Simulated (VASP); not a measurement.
# SrO (P6_3/mmc) in VASP: a series of runs

The runs below take SrO through single point, with PBEsol.

Everything below comes from runs of VASP 6.6.1. Logs are shortened: lines on timing, memory, paths and dates and some standing lists are left out, and cuts for length are marked.

### Step 1. The cell of the first run

Symmetry: P6_3/mmc, No. 194, hexagonal system. Conventional cell: a = 3.672 Å, b = 3.672 Å, c = 5.823 Å, α = 90.00°, β = 90.00°, γ = 120.00°. Sr (site symmetry -6m2) has 6 O at 2.57 Å within 3.4 Å. Within 3.4 Å of O (site symmetry -3m) lie 6 Sr at 2.57 Å and 2 O at 2.91 Å.

### Step 2. Single point, PBEsol

INCAR

```
ALGO = Normal
EDIFF = 1E-7
ENCUT = 520
GGA = PS
ISIF = 2
ISMEAR = 0
LASPH = True
LCHARG = False
LREAL = False
LWAVE = False
NBANDS = 24
NELM = 80
PREC = Accurate
SIGMA = 0.02
```

KPOINTS

```
k-points
0
Gamma
  6 6 4
```

POSCAR

```
SrO
1.0
    3.6717330000      0.0000000000      0.0000000000
   -1.8358613333      3.1798146667      0.0000000000
    0.0000000000      0.0000000000      5.8226534860
Sr O
2 2
Direct
    0.3333333333      0.6666666667      0.2500000000
    0.6666666667      0.3333333333      0.7500000000
    0.0000000000      0.0000000000      0.0000000000
    0.0000000000      0.0000000000      0.5000000000
```

Potentials or basis: VASP PAW PBE potentials, release 64 (Sr_sv, O).

On the command line:

```bash
cat potpaw_PBE.64/Sr_sv/POTCAR potpaw_PBE.64/O/POTCAR > POTCAR
mpirun -np 1 vasp_std > vasp.out
```

OUTCAR:

```text
EDIFF = 1E-7
   ENCUT = 520
   GGA = PS
   ISIF = 2
   ISMEAR = 0
   LASPH = True
   LREAL = False
   NELM = 80
   PREC = Accurate

 ion  position               nearest neighbor table
   1  0.333  0.667  0.250-   3 2.57   4 2.57   3 2.57   4 2.57   3 2.57   4 2.57   2 3.60   2 3.60
                             2 3.60   2 3.60   2 3.60   2 3.60
   2  0.667  0.333  0.750-   3 2.57   4 2.57   3 2.57   4 2.57   3 2.57   4 2.57   1 3.60   1 3.60
                             1 3.60   1 3.60   1 3.60   1 3.60
   3  0.000  0.000  0.000-   1 2.57   2 2.57   1 2.57   2 2.57   2 2.57   1 2.57
   4  0.000  0.000  0.500-   1 2.57   2 2.57   1 2.57   2 2.57   2 2.57   1 2.57

  LATTYP: Found a hexagonal cell.
 ALAT       =     3.6717330000
 C/A-ratio  =     1.5858052549

  Lattice vectors:

 A1 = (   3.6717330000,   0.0000000000,   0.0000000000)
 A2 = (  -1.8358613333,   3.1798146667,   0.0000000000)
 A3 = (   0.0000000000,   0.0000000000,   5.8226534860)

Analysis of symmetry for initial positions (statically):
=====================================================================
 Subroutine PRICEL returns:
 Original cell was already a primitive cell.

 Routine SETGRP: Setting up the symmetry group for a
 hexagonal supercell.

 Subroutine GETGRP returns: Found 24 space group operations
 (whereof 12 operations were pure point group operations)
 out of a pool of 24 trial point group operations.

The static configuration has the point symmetry D_3d.
 The point group associated with its full space group is D_6h.

Analysis of symmetry for dynamics (positions and initial velocities):
=====================================================================
 Subroutine PRICEL returns:
 Original cell was already a primitive cell.

 Routine SETGRP: Setting up the symmetry group for a
 hexagonal supercell.

 Subroutine GETGRP returns: Found 24 space group operations
 (whereof 12 operations were pure point group operations)
 out of a pool of 24 trial point group operations.

The dynamic configuration has the point symmetry D_3d.
 The point group associated with its full space group is D_6h.

 Subroutine INISYM returns: Found 24 space group operations
 (whereof 12 operations are pure point group operations),
 and found     1 'primitive' translations

----------------------------------------------------------------------------------------

                                     Primitive cell

  volume of cell :      67.9820

  direct lattice vectors                    reciprocal lattice vectors
     3.671733000  0.000000000  0.000000000     0.272350958  0.157241426  0.000000000
    -1.835861333  3.179814667  0.000000000     0.000000000  0.314483737  0.000000000
     0.000000000  0.000000000  5.822653486     0.000000000  0.000000000  0.171743004

  length of vectors
     3.671733000  3.671730947  5.822653486     0.314483561  0.314483737  0.171743004

  position of ions in fractional coordinates (direct lattice)
     0.333333333  0.666666667  0.250000000
     0.666666667  0.333333333  0.750000000
     0.000000000  0.000000000  0.000000000
     0.000000000  0.000000000  0.500000000

  ion indices of the primitive-cell ions
   primitive index   ion index
                 1           1
                 2           2
                 3           3
                 4           4

----------------------------------------------------------------------------------------

 KPOINTS: k-points

Automatic generation of k-mesh.
 Grid dimensions read from file:
 generate k-points for:    6    6    4

 Generating k-lattice:

  Cartesian coordinates                     Fractional coordinates (reciprocal lattice)
     0.045391826  0.026206904  0.000000000     0.166666667  0.000000000  0.000000000
     0.000000000  0.052413956  0.000000000     0.000000000  0.166666667  0.000000000
     0.000000000  0.000000000  0.042935751     0.000000000  0.000000000  0.250000000

  Length of vectors
     0.052413927  0.052413956  0.042935751

  Shift w.r.t. Gamma in fractional coordinates (k-lattice)
     0.000000000  0.000000000  0.000000000

 Subroutine IBZKPT returns following result:
 ===========================================

 Found     21 irreducible k-points:

 Following reciprocal coordinates:
            Coordinates               Weight
  0.000000  0.000000  0.000000      1.000000
  0.166667  0.000000  0.000000      6.000000
  0.333333  0.000000  0.000000      6.000000
  0.500000  0.000000  0.000000      3.000000
  0.166667  0.166667  0.000000      6.000000
  0.333333  0.166667  0.000000     12.000000
[... 13 lines left out ...]
  0.333333  0.166667  0.500000     12.000000
  0.333333  0.333333  0.500000      2.000000
   k-points           NKPTS =     21   k-points in BZ     NKDIM =     21   number of bands    NBANDS=     24
   number of dos      NEDOS =    301   number of ions     NIONS =      4
   total plane-waves  NPLWV =  37632
   dimension x,y,z NGX =    28 NGY =   28 NGZ =   48
   dimension x,y,z NGXF=    56 NGYF=   56 NGZF=   96
   ions per type =               2   2
   NGX,Y,Z   is equivalent  to a cutoff of  12.68, 12.68, 13.70 a.u.
   NGXF,Y,Z  is equivalent  to a cutoff of  25.36, 25.36, 27.41 a.u.
 SYSTEM =  unknown system
   PREC   = accura    normal or accurate (medium, high low for compatibility)
   ISTART =      0    job   : 0-new  1-cont  2-samecut
   ICHARG =      2    charge: 1-file 2-atom 10-const
   ISPIN  =      1    spin polarized calculation?
   LNONCOLLINEAR =      F non collinear calculations
   LSORBIT =      F    spin-orbit coupling
   LASPH  =      T    aspherical Exc in radial PAW
   ENCUT  =  520.0 eV  38.22 Ry    6.18 a.u.   6.83  6.83 10.83*2*pi/ulx,y,z
   NELM   =     80;   NELMIN=  2; NELMDL= -5     # of ELM steps
   EDIFF  = 0.1E-06   stopping-criterion for ELM
   LREAL  =      F    real-space projection
   EDIFFG = 0.1E-05   stopping-criterion for IOM
   NSW    =      0    number of steps for IOM
   IBRION =     -1    ionic relax: 0-MD 1-quasi-New 2-CG
   NFREE  =      0    steps in history (QN), initial steepest desc. (CG)
   ISIF   =      2    stress and relaxation
   ISYM   =      2    0-nonsym 1-usesym 2-fastsym
   POTIM  = 0.5000    time-step for ionic-motion
   TEBEG  =    0.0;   TEEND  =   0.0 temperature during run
   PSTRESS=    0.0 pullay stress
   NELECT =      32.0000    total number of electrons
   NUPDOWN=      -1.0000    fix difference up-down
   EMIN   =  10.00;   EMAX   =-10.00  energy-range for DOS
   EFERMI =   0.00;   METHOD = LEGACY
   ISMEAR =     0;   SIGMA  =   0.02  broadening in eV -4-tet -1-fermi 0-gaus
   EFERMI_NEDOS =   21; number of points for ismear=-14 and -15
   IALGO  =     38    algorithm
   IMIX   =      4    mixing-type and parameters
     AMIX     =   0.40;   BMIX     =  1.00
     AMIX_MAG =   1.60;   BMIX_MAG =  1.00
  volume/ion in A,a.u.               =      17.00       114.69
  Fermi-wavevector in a.u.,A,eV,Ry     =   1.273484  2.406536 22.065410  1.621762
  Thomas-Fermi vector in A             =   2.406305
   LORBIT       =      0    0 simple, 1 ext, 2 COOP (PROOUT), +10 PAW based schemes
   GGA     = PS    functional components
   LHFCALC =     F    Hartree Fock is set to
   AEXX    =    0.0000 exact exchange contribution
   IVDW    =     0    specifies the selected vdW correction
   LEPSILON=     F    determine dielectric tensor
   LRPA    =     F    only Hartree local field effects (RPA)
 non-spin polarized calculation
 Gauss-broadening in eV      SIGMA  =   0.02
  energy-cutoff  :      520.00
  volume of cell :       67.98
 maximum number of plane-waves:      1854
 NGX is ok and might be reduce to    28

 number of electron      31.9999992 magnetization

 Free energy of the ion-electron system (eV)
  ---------------------------------------------------
  ext. energy  EPLUGINS =         0.00000000
  ---------------------------------------------------
  free energy    TOTEN  =       -24.72238732 eV

  energy without entropy =      -24.72238732  energy(sigma->0) =      -24.72238732

 E-fermi :   2.6124     XC(G=0): -10.2572

 val. band max:        2.5249475589   @ k =   0.0000   0.0000   0.0000
 cond. band min:       4.7929688393   @ k =   0.0000   0.0000   0.0000
 fundamental gap:      2.2680212804
 Fermi energy:         2.6123528658

 k-point     1 :       0.0000    0.0000    0.0000
  band No.  band energies     occupation
      1     -30.7686      2.00000
      2     -30.6128      2.00000
      3     -14.8865      2.00000
      4     -13.3982      2.00000
      5     -12.5350      2.00000
      6     -12.5350      2.00000
[... 16 lines left out ...]
     23       8.7293      0.00000
     24      10.6974      0.00000

 k-point     2 :       0.1667    0.0000    0.0000
  band No.  band energies     occupation
      1     -30.7387      2.00000
      2     -30.6021      2.00000
      3     -14.6813      2.00000
      4     -13.9568      2.00000
      5     -12.7074      2.00000
      6     -12.6218      2.00000
[... 16 lines left out ...]
     23       9.8317      0.00000
     24       9.9875      0.00000

 k-point     3 :       0.3333    0.0000    0.0000
  band No.  band energies     occupation
      1     -30.6728      2.00000
      2     -30.5860      2.00000
      3     -14.6211      2.00000
      4     -14.1134      2.00000
      5     -13.0160      2.00000
      6     -12.7592      2.00000
[... 16 lines left out ...]
     23      10.3260      0.00000
     24      10.4834      0.00000
[... 433 lines left out ...]
 k-point    20 :       0.3333    0.1667    0.5000
  band No.  band energies     occupation
      1     -30.6087      2.00000
      2     -30.6087      2.00000
      3     -14.4235      2.00000
      4     -14.4235      2.00000
      5     -12.9900      2.00000
      6     -12.9900      2.00000
[... 16 lines left out ...]
     23      11.0603      0.00000
     24      11.0603      0.00000

 k-point    21 :       0.3333    0.3333    0.5000
  band No.  band energies     occupation
      1     -30.5982      2.00000
      2     -30.5982      2.00000
      3     -14.3549      2.00000
      4     -14.3549      2.00000
      5     -13.2663      2.00000
      6     -13.2663      2.00000
[... 16 lines left out ...]
     23      11.6501      0.00000
     24      11.6501      0.00000

------------------------ aborting loop because EDIFF is reached ----------------------------------------

  FORCE on cell =-STRESS in cart. coord.  units (eV):
  Direction    XX          YY          ZZ          XY          YZ          ZX
  --------------------------------------------------------------------------------------
  -------------------------------------------------------------------------------------
  Total       -2.7745980     -2.7745991      4.1871551     -0.0000045     -0.0000000      0.0000000
  in kB      -65.3908239    -65.3908491     98.6815102     -0.0001062     -0.0000000      0.0000000
  external PRESSURE =     -10.7000543 kB  Pullay stress =       0.0000000 kB

 VOLUME and BASIS-vectors are now :
 -----------------------------------------------------------------------------
  energy-cutoff  :      520.00
  volume of cell :       67.98
      direct lattice vectors                 reciprocal lattice vectors
     3.671733000  0.000000000  0.000000000     0.272350958  0.157241426  0.000000000
    -1.835861333  3.179814667  0.000000000     0.000000000  0.314483737  0.000000000
     0.000000000  0.000000000  5.822653486     0.000000000  0.000000000  0.171743004

 POSITION                                       TOTAL-FORCE (eV/Angst)
 -----------------------------------------------------------------------------------
      0.00000      2.11988      1.45566         0.000000     -0.000000      0.000000
      1.83587      1.05994      4.36699         0.000000      0.000000      0.000000
      0.00000      0.00000      0.00000         0.000000      0.000000      0.000000
      0.00000      0.00000      2.91133        -0.000000      0.000000      0.000000
 -----------------------------------------------------------------------------------
    total drift:                                0.000000     -0.000000      0.000000

  FREE ENERGIE OF THE ION-ELECTRON SYSTEM (eV)
  ---------------------------------------------------
  free  energy   TOTEN  =       -24.7223873220 eV

  energy  without entropy=      -24.7223873220  energy(sigma->0) =      -24.72238732
```

Wall time 32 s (1 thread of Intel Xeon Platinum 8259CL at 2.50GHz (Skylake/Cascade Lake), shared host); peak memory 0.19 GiB.

Results:

```yaml
Free_energy: -24.7224 eV
Pressure: -1.1 GPa
Band_gap_on_the_k_mesh: 2.27 eV, direct
```

Stress tensor (GPa, compression positive):
```
-6.54  0.00  0.00
 0.00 -6.54  0.00
 0.00  0.00  9.87
```

Levels at points of the mesh, in eV from the valence-band top:
| k point | band 13 | band 14 | band 15 | band 16 | band 17 | band 18 | band 19 | band 20 |
| --- | --- | --- | --- | --- | --- | --- | --- | --- |
| (0.00, 0.00, 0.00) | -1.75 | -1.37 | -1.37 | 0.00 | 2.27 | 4.37 | 5.38 | 5.67 |
| (0.50, 0.00, 0.00) | -1.87 | -1.66 | -1.11 | -0.23 | 2.41 | 5.03 | 5.43 | 7.88 |
| (0.00, 0.00, 0.50) | -1.61 | -1.61 | -1.61 | -1.61 | 4.21 | 4.21 | 5.54 | 5.54 |
| (0.50, 0.00, 0.50) | -1.55 | -1.55 | -1.50 | -1.50 | 3.81 | 3.81 | 5.89 | 5.89 |

Caveat: the PAW data sets were made with another functional, which shifts forces and pressure a little.

### Step 3. Single point, PBEsol

This run uses another cell than the first one, of the same volume but with other edges.

INCAR

```
ALGO     = Normal         # electronic algorithm
EDIFF    = 1E-6           # SCF threshold, eV
ENCUT    = 520            # plane-wave cutoff, eV
GGA      = PS             # functional
ISIF     = 2              # what is computed and relaxed
ISMEAR   = 0              # smearing method
LASPH    = True           # aspherical terms in the spheres
LCHARG   = False          # write CHGCAR
LREAL    = False          # projectors in reciprocal space
LWAVE    = False          # write WAVECAR
NBANDS   = 24             # bands
NELM     = 100            # most SCF steps
PREC     = Accurate       # precision mode
SIGMA    = 0.02           # smearing width, eV
```

KPOINTS is that of step 2.

POSCAR

```
SrO
1.0
    3.7309545000      0.0000000000      0.0000000000
   -1.8654720000      3.2311020000      0.0000000000
    0.0000000000      0.0000000000      5.6392743764
Sr O
2 2
Direct
    0.3333333333      0.6666666667      0.2500000000
    0.6666666667      0.3333333333      0.7500000000
    0.0000000000      0.0000000000      0.0000000000
    0.0000000000      0.0000000000      0.5000000000
```

Potentials or basis: VASP PAW PBE potentials, release 64 (Sr_sv, O).

On the command line:

```bash
cat potpaw_PBE.64/Sr_sv/POTCAR potpaw_PBE.64/O/POTCAR > POTCAR
mpirun -np 1 vasp_std > vasp.out
```

OUTCAR:

```text
EDIFF = 1E-6
   ENCUT = 520
   GGA = PS
   ISIF = 2
   ISMEAR = 0
   LASPH = True
   LREAL = False
   NELM = 100
   PREC = Accurate

 ion  position               nearest neighbor table
   1  0.333  0.667  0.250-   3 2.57   4 2.57   3 2.57   4 2.57   3 2.57   4 2.57   2 3.55   2 3.55
                             2 3.55   2 3.55   2 3.55   2 3.55
   2  0.667  0.333  0.750-   3 2.57   4 2.57   3 2.57   4 2.57   3 2.57   4 2.57   1 3.55   1 3.55
                             1 3.55   1 3.55   1 3.55   1 3.55
[... 768 lines left out ...]
  --------------------------------------------------------------------------------------
  -------------------------------------------------------------------------------------
  Total       -3.7618174     -3.7618189      6.4657734     -0.0000061      0.0000000     -0.0000000
  in kB      -88.6572894    -88.6573236    152.3832438     -0.0001441      0.0000000     -0.0000000
  external PRESSURE =      -8.3104564 kB  Pullay stress =       0.0000000 kB

 VOLUME and BASIS-vectors are now :
 -----------------------------------------------------------------------------
  energy-cutoff  :      520.00
  volume of cell :       67.98
      direct lattice vectors                 reciprocal lattice vectors
     3.730954500  0.000000000  0.000000000     0.268027927  0.154745530  0.000000000
    -1.865472000  3.231102000  0.000000000     0.000000000  0.309491932  0.000000000
     0.000000000  0.000000000  5.639274376     0.000000000  0.000000000  0.177327779

 POSITION                                       TOTAL-FORCE (eV/Angst)
 -----------------------------------------------------------------------------------
      0.00000      2.15407      1.40982        -0.000000     -0.000000      0.000000
      1.86548      1.07703      4.22946         0.000000      0.000000      0.000000
      0.00000      0.00000      0.00000         0.000000      0.000000      0.000000
      0.00000      0.00000      2.81964         0.000000      0.000000      0.000000
 -----------------------------------------------------------------------------------
    total drift:                               -0.000000      0.000000     -0.000000

  FREE ENERGIE OF THE ION-ELECTRON SYSTEM (eV)
  ---------------------------------------------------
  free  energy   TOTEN  =       -24.4469650397 eV

  energy  without entropy=      -24.4469650397  energy(sigma->0) =      -24.44696504
```

OSZICAR:

```text
N       E                     dE             d eps       ncg     rms          rms(c)
DAV:   1     0.167145892028E+03    0.16715E+03   -0.16306E+04  1008   0.128E+03
DAV:   2    -0.190044763534E+02   -0.18615E+03   -0.17456E+03  1464   0.276E+02
DAV:   3    -0.286689422898E+02   -0.96645E+01   -0.95905E+01  1504   0.572E+01
DAV:   4    -0.289521283394E+02   -0.28319E+00   -0.28313E+00  1376   0.758E+00
DAV:   5    -0.289546998809E+02   -0.25715E-02   -0.25715E-02  1432   0.784E-01    0.234E+01
DAV:   6    -0.247442576836E+02    0.42104E+01   -0.18294E+01  1096   0.235E+01    0.284E+01
DAV:   7    -0.245793289825E+02    0.16493E+00   -0.14655E+00  1432   0.653E+00    0.184E+01
DAV:   8    -0.244576348448E+02    0.12169E+00   -0.63586E-01  1048   0.512E+00    0.260E+00
DAV:   9    -0.244451720364E+02    0.12463E-01   -0.50947E-02  1512   0.160E+00    0.493E-01
DAV:  10    -0.244465691465E+02   -0.13971E-02   -0.65761E-03  1296   0.439E-01    0.193E-01
DAV:  11    -0.244469275700E+02   -0.35842E-03   -0.10590E-03  1088   0.183E-01    0.312E-02
DAV:  12    -0.244469646736E+02   -0.37104E-04   -0.70023E-05  1400   0.486E-02    0.363E-02
DAV:  13    -0.244469650397E+02   -0.36618E-06   -0.54990E-06  1120   0.164E-02
   1 F= -.24446965E+02 E0= -.24446965E+02  d E =-.115399E-17
```

It took 26 s on 1 thread of Intel Xeon Platinum 8259CL at 2.50GHz (Skylake/Cascade Lake), shared host; peak memory 0.19 GiB.

Results:

```yaml
Free_energy: -24.4470 eV
Pressure: -0.8 GPa
Band_gap_on_the_k_mesh: 1.82 eV, direct
```

Caveat: the PAW data sets were made with another functional, which shifts forces and pressure a little. A hybrid or GW would open this gap; PBEsol tends to underestimate it.
